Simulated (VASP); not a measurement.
# SnTe (F-43m) in VASP: a series of runs

The runs below take SnTe through single point, with PBEsol.

Program: VASP 6.6.1. These are calculated values, not measurements. Logs are shortened: lines on timing, memory, paths and dates and some standing lists are left out, and cuts for length are marked.

## Step 1: The cell of the first run

Symmetry: F-43m, No. 216, cubic system. Conventional cell: a = 7.222 Å, b = 7.222 Å, c = 7.222 Å, α = 90.00°, β = 90.00°, γ = 90.00°. Sn (site symmetry -43m) has 4 Te at 3.13 Å within 4.1 Å. Te (site symmetry -43m) has 4 Sn at 3.13 Å within 4.1 Å.

## Step 2: Single point, PBEsol

INCAR reads:

```
PREC = Accurate ; ENCUT = 520
EDIFF = 1E-7 ; ISMEAR = 0
SIGMA = 0.01 ; LREAL = F
LASPH = T ; NELM = 60
ALGO = Normal ; ISIF = 2
LWAVE = F ; LCHARG = F
GGA = PS ; NBANDS = 17
```

KPOINTS reads:

```
Automatic mesh
0
Gamma
  2 2 2
```

POSCAR reads:

```
SnTe
1.0
    0.0000000000      3.6111460000      3.6111460000
    3.6111460000      0.0000000000      3.6111460000
    3.6111460000      3.6111460000      0.0000000000
Sn Te
1 1
Direct
    0.0000000000      0.0000000000      0.0000000000
    0.7500000000      0.7500000000      0.7500000000
```

Potentials or basis: VASP PAW PBE potentials, release 64 (Sn_d, Te).

On the command line:

```
$ cat potpaw_PBE.64/Sn_d/POTCAR potpaw_PBE.64/Te/POTCAR > POTCAR
$ mpirun -np 1 vasp_std > vasp.out
```

OUTCAR:

```text
PREC = Accurate
   ENCUT = 520
   EDIFF = 1E-7
   ISMEAR = 0
   LREAL = F
   LASPH = T
   NELM = 60
   ISIF = 2
   GGA = PS

 ion  position               nearest neighbor table
   1  0.000  0.000  0.000-   2 3.13   2 3.13   2 3.13   2 3.13
   2  0.750  0.750  0.750-   1 3.13   1 3.13   1 3.13   1 3.13

  LATTYP: Found a face centered cubic cell.
 ALAT       =     7.2222920000

  Lattice vectors:

 A1 = (   0.0000000000,   3.6111460000,   3.6111460000)
 A2 = (   3.6111460000,   0.0000000000,   3.6111460000)
 A3 = (   3.6111460000,   3.6111460000,   0.0000000000)

Analysis of symmetry for initial positions (statically):
=====================================================================
 Subroutine PRICEL returns:
 Original cell was already a primitive cell.

 Routine SETGRP: Setting up the symmetry group for a
 face centered cubic supercell.

 Subroutine GETGRP returns: Found 24 space group operations
 (whereof 24 operations were pure point group operations)
 out of a pool of 48 trial point group operations.

The static configuration has the point symmetry T_d .

Analysis of symmetry for dynamics (positions and initial velocities):
=====================================================================
 Subroutine PRICEL returns:
 Original cell was already a primitive cell.

 Routine SETGRP: Setting up the symmetry group for a
 face centered cubic supercell.

 Subroutine GETGRP returns: Found 24 space group operations
 (whereof 24 operations were pure point group operations)
 out of a pool of 48 trial point group operations.

The dynamic configuration has the point symmetry T_d .

 Subroutine INISYM returns: Found 24 space group operations
 (whereof 24 operations are pure point group operations),
 and found     1 'primitive' translations

----------------------------------------------------------------------------------------

                                     Primitive cell

  volume of cell :      94.1814

  direct lattice vectors                    reciprocal lattice vectors
     0.000000000  3.611146000  3.611146000    -0.138460201  0.138460201  0.138460201
     3.611146000  0.000000000  3.611146000     0.138460201 -0.138460201  0.138460201
     3.611146000  3.611146000  0.000000000     0.138460201  0.138460201 -0.138460201

  length of vectors
     5.106931649  5.106931649  5.106931649     0.239820102  0.239820102  0.239820102

  position of ions in fractional coordinates (direct lattice)
     0.000000000  0.000000000  0.000000000
     0.750000000  0.750000000  0.750000000

  ion indices of the primitive-cell ions
[... 54 lines left out ...]
   LREAL  =      F    real-space projection
   EDIFFG = 0.1E-05   stopping-criterion for IOM
   NSW    =      0    number of steps for IOM
   IBRION =     -1    ionic relax: 0-MD 1-quasi-New 2-CG
   NFREE  =      0    steps in history (QN), initial steepest desc. (CG)
   ISIF   =      2    stress and relaxation
   ISYM   =      2    0-nonsym 1-usesym 2-fastsym
   POTIM  = 0.5000    time-step for ionic-motion
   TEBEG  =    0.0;   TEEND  =   0.0 temperature during run
   PSTRESS=    0.0 pullay stress
   NELECT =      20.0000    total number of electrons
   NUPDOWN=      -1.0000    fix difference up-down
   EMIN   =  10.00;   EMAX   =-10.00  energy-range for DOS
   EFERMI =   0.00;   METHOD = LEGACY
   ISMEAR =     0;   SIGMA  =   0.01  broadening in eV -4-tet -1-fermi 0-gaus
   EFERMI_NEDOS =   21; number of points for ismear=-14 and -15
   IALGO  =     38    algorithm
   IMIX   =      4    mixing-type and parameters
     AMIX     =   0.40;   BMIX     =  1.00
     AMIX_MAG =   1.60;   BMIX_MAG =  1.00
  volume/ion in A,a.u.               =      47.09       317.78
  Fermi-wavevector in a.u.,A,eV,Ry     =   0.976704  1.845704 12.979296  0.953951
  Thomas-Fermi vector in A             =   2.107344
   LORBIT       =      0    0 simple, 1 ext, 2 COOP (PROOUT), +10 PAW based schemes
   GGA     = PS    functional components
   LHFCALC =     F    Hartree Fock is set to
   AEXX    =    0.0000 exact exchange contribution
   IVDW    =     0    specifies the selected vdW correction
   LEPSILON=     F    determine dielectric tensor
   LRPA    =     F    only Hartree local field effects (RPA)
 non-spin polarized calculation
 Gauss-broadening in eV      SIGMA  =   0.01
  energy-cutoff  :      520.00
  volume of cell :       94.18
 maximum number of plane-waves:      2637
 NGX is ok and might be reduce to    40
   NGX = 19   NGY = 19   NGZ = 19

 number of electron      19.9999999 magnetization

 Free energy of the ion-electron system (eV)
  ---------------------------------------------------
  ext. energy  EPLUGINS =         0.00000000
  ---------------------------------------------------
  free energy    TOTEN  =        -7.91390130 eV

  energy without entropy =       -7.91390130  energy(sigma->0) =       -7.91390130

 E-fermi :   2.3908     XC(G=0):  -7.6425

 val. band max:        2.3238256214   @ k =   0.5000   0.5000   0.0000
 cond. band min:       3.0969009260   @ k =   0.5000   0.5000   0.0000
 fundamental gap:      0.7730753045
 Fermi energy:         2.3907909803

 k-point     1 :       0.0000    0.0000    0.0000
  band No.  band energies     occupation
      1     -18.7337      2.00000
      2     -18.7337      2.00000
      3     -18.7337      2.00000
      4     -18.7246      2.00000
      5     -18.7246      2.00000
      6      -8.5186      2.00000
[... 37 lines left out ...]
      4     -18.7253      2.00000
      5     -18.7237      2.00000
      6      -7.7555      2.00000
[... 9 lines left out ...]
     16      11.1785      0.00000
     17      11.1785      0.00000

------------------------ aborting loop because EDIFF is reached ----------------------------------------

  FORCE on cell =-STRESS in cart. coord.  units (eV):
  Direction    XX          YY          ZZ          XY          YZ          ZX
  --------------------------------------------------------------------------------------
  -------------------------------------------------------------------------------------
  Total       -1.4876698     -1.4876698     -1.4876698      0.0000000      0.0000000      0.0000000
  in kB      -25.3076592    -25.3076592    -25.3076592      0.0000000      0.0000000      0.0000000
  external PRESSURE =     -25.3076592 kB  Pullay stress =       0.0000000 kB

 VOLUME and BASIS-vectors are now :
 -----------------------------------------------------------------------------
  energy-cutoff  :      520.00
  volume of cell :       94.18
      direct lattice vectors                 reciprocal lattice vectors
     0.000000000  3.611146000  3.611146000    -0.138460201  0.138460201  0.138460201
     3.611146000  0.000000000  3.611146000     0.138460201 -0.138460201  0.138460201
     3.611146000  3.611146000  0.000000000     0.138460201  0.138460201 -0.138460201

 POSITION                                       TOTAL-FORCE (eV/Angst)
 -----------------------------------------------------------------------------------
      0.00000      0.00000      0.00000        -0.000000     -0.000000     -0.000000
      5.41672      5.41672      5.41672         0.000000      0.000000      0.000000
 -----------------------------------------------------------------------------------
    total drift:                                0.000000      0.000000      0.000000

  FREE ENERGIE OF THE ION-ELECTRON SYSTEM (eV)
  ---------------------------------------------------
  free  energy   TOTEN  =        -7.9139013001 eV

  energy  without entropy=       -7.9139013001  energy(sigma->0) =       -7.91390130
```

stdout:

```text
POSCAR found type information on POSCAR SnTe
 POSCAR found :  2 types and       2 ions
 scaLAPACK will be used
 -----------------------------------------------------------------------------
|                                                                             |
|                                                                             |
|     You enforced a specific xc type in the INCAR file but a different       |
|     I HOPE YOU KNOW WHAT YOU ARE DOING!                                     |
|                                                                             |
 -----------------------------------------------------------------------------

 LDA part: xc-table for (Slater+PW92), standard interpolation
 POSCAR, INCAR and KPOINTS ok, starting setup
 FFT: planning ... GRIDC
 FFT: planning ... GRID_SOFT
 FFT: planning ... GRID
 WAVECAR not read
 entering main loop
```

It took 5.7 s on 1 thread of Intel Xeon 6975P-C (Granite Rapids), shared host; peak memory 0.23 GiB.

Results:

- Free energy: -7.9139 eV
- Pressure: -2.5 GPa
- Band gap on the k mesh: 0.77 eV, direct

Levels at points of the mesh, in eV from the valence-band top:
```tsv
k point	band 7	band 8	band 9	band 10	band 11	band 12	band 13	band 14
(0.00, 0.00, 0.00)	-4.54	-1.22	-1.22	-1.22	1.69	1.69	1.69	4.66
(0.50, 0.00, 0.00)	-6.34	-1.75	-1.75	-1.37	2.49	2.49	4.08	6.23
(0.50, 0.50, 0.00)	-6.70	-2.42	-2.42	0.00	0.77	4.57	4.57	5.98
```

Caveat: the k points lie up to 0.75 Å⁻¹ apart; the PAW data sets were made with another functional, which shifts forces and pressure a little; spin-orbit coupling is left out, which moves the levels of the heavy elements. A k mesh can miss the band edges.

## Step 3: Single point, PBEsol

INCAR reads:

```
ALGO = Normal
EDIFF = 1E-7
ENCUT = 520
GGA = PS
ISIF = 2
ISMEAR = 0
LASPH = T
LCHARG = F
LREAL = F
LWAVE = F
NBANDS = 17
NELM = 100
PREC = Accurate
SIGMA = 0.01
```

KPOINTS reads:

```
k-points
0
Gamma
  8 8 8
```

POSCAR is that of step 2.

Potentials or basis: VASP PAW PBE potentials, release 64 (Sn_d, Te).

On the command line:

```
$ cat potpaw_PBE.64/Sn_d/POTCAR potpaw_PBE.64/Te/POTCAR > POTCAR
$ mpirun -np 1 vasp_std > vasp.out
```

OUTCAR:

```text
EDIFF = 1E-7
   ENCUT = 520
   GGA = PS
   ISIF = 2
   ISMEAR = 0
   LASPH = T
   LREAL = F
   NELM = 100
   PREC = Accurate

 ion  position               nearest neighbor table
   1  0.000  0.000  0.000-   2 3.13   2 3.13   2 3.13   2 3.13
   2  0.750  0.750  0.750-   1 3.13   1 3.13   1 3.13   1 3.13

  LATTYP: Found a face centered cubic cell.
 ALAT       =     7.2222920000

  Lattice vectors:

 A1 = (   0.0000000000,   3.6111460000,   3.6111460000)
 A2 = (   3.6111460000,   0.0000000000,   3.6111460000)
 A3 = (   3.6111460000,   3.6111460000,   0.0000000000)
[... 648 lines left out ...]
      4     -18.6505      2.00000
      5     -18.6501      2.00000
      6      -7.8594      2.00000
[... 9 lines left out ...]
     16       9.9540      0.00000
     17      10.4575      0.00000

 [... further k-points ...]
[... 5 lines left out ...]
  --------------------------------------------------------------------------------------
  -------------------------------------------------------------------------------------
  Total       -0.8078510     -0.8078510     -0.8078510      0.0000000      0.0000000     -0.0000000
  in kB      -13.7428468    -13.7428468    -13.7428468      0.0000000      0.0000000     -0.0000000
  external PRESSURE =     -13.7428468 kB  Pullay stress =       0.0000000 kB

 VOLUME and BASIS-vectors are now :
 -----------------------------------------------------------------------------
  energy-cutoff  :      520.00
  volume of cell :       94.18
      direct lattice vectors                 reciprocal lattice vectors
     0.000000000  3.611146000  3.611146000    -0.138460201  0.138460201  0.138460201
     3.611146000  0.000000000  3.611146000     0.138460201 -0.138460201  0.138460201
     3.611146000  3.611146000  0.000000000     0.138460201  0.138460201 -0.138460201

 POSITION                                       TOTAL-FORCE (eV/Angst)
 -----------------------------------------------------------------------------------
      0.00000      0.00000      0.00000         0.000000      0.000000      0.000000
      5.41672      5.41672      5.41672        -0.000000     -0.000000     -0.000000
 -----------------------------------------------------------------------------------
    total drift:                                0.000000      0.000000      0.000000

  FREE ENERGIE OF THE ION-ELECTRON SYSTEM (eV)
  ---------------------------------------------------
  free  energy   TOTEN  =        -7.6024805896 eV

  energy  without entropy=       -7.6024736023  energy(sigma->0) =       -7.60247710
```

stdout:

```text
POSCAR found type information on POSCAR SnTe
 POSCAR found :  2 types and       2 ions
 scaLAPACK will be used
 -----------------------------------------------------------------------------
|                                                                             |
|                                                                             |
|     You enforced a specific xc type in the INCAR file but a different       |
|     I HOPE YOU KNOW WHAT YOU ARE DOING!                                     |
|                                                                             |
 -----------------------------------------------------------------------------

 LDA part: xc-table for (Slater+PW92), standard interpolation
 POSCAR, INCAR and KPOINTS ok, starting setup
 FFT: planning ... GRIDC
 FFT: planning ... GRID_SOFT
 FFT: planning ... GRID
 WAVECAR not read
 entering main loop
```

Wall time 18 s (1 thread of Intel Xeon 6975P-C (Granite Rapids), shared host); peak memory 0.25 GiB.

Results:

```
Free energy            : -7.6025 eV
Pressure               : -1.4 GPa
Band gap on the k mesh : 0.03 eV, indirect (least direct gap 0.76 eV)
```

Caveat: the PAW data sets were made with another functional, which shifts forces and pressure a little; spin-orbit coupling is left out, which moves the levels of the heavy elements.
